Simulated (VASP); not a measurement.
RbBr, 2 atoms in the cell. Symmetry: P4/mmm, No. 123, tetragonal system. Conventional cell: a = 4.085 Å, b = 4.085 Å, c = 4.128 Å, α = 90.00°, β = 90.00°, γ = 90.00°. Within 4.7 Å of Rb (site symmetry 4/mmm) lie 8 Br at 3.55 Å and 6 Rb at 4.08 to 4.13 Å. Br (site symmetry 4/mmm) has 8 Rb at 3.55 Å and 6 Br at 4.08 to 4.13 Å within 4.7 Å.  This cell differs from its parent crystal: biaxial xy strain -1.0%.

| Property | Result |
| --- | --- |
| Program | VASP 6.6.1 |
| Task | single point |
| Functional | PBE |
| Potentials or basis | VASP PAW PBE potentials, release 64 (Rb_sv, Br) |
| Cutoff | 520 eV |
| k mesh | 6 × 6 × 6 |
| Occupations | fermi-dirac, width 0.02 eV |
| Spin | no spin polarisation |
| Dipole correction | no |
| Further INCAR settings | ALGO = Normal; EDIFF = 1e-06; NBANDS = 15 |

Potentials or basis: VASP PAW PBE potentials, release 64 (Rb_sv, Br).

Run with:

```console
$ cat potpaw_PBE.64/Rb_sv/POTCAR potpaw_PBE.64/Br/POTCAR > POTCAR
$ mpirun -np 1 vasp_std > vasp.out
```

Hardware: 1 thread of Intel(R) Xeon(R) Platinum 8488C (Sapphire Rapids) (shared host).

**Question.** How long does it take, and how much memory?

**Answer.** Wall time 24 s on 1 thread of Intel(R) Xeon(R) Platinum 8488C (Sapphire Rapids) (shared host), peak memory 0.19 GiB. Counts: scf iterations 11, k points 40.
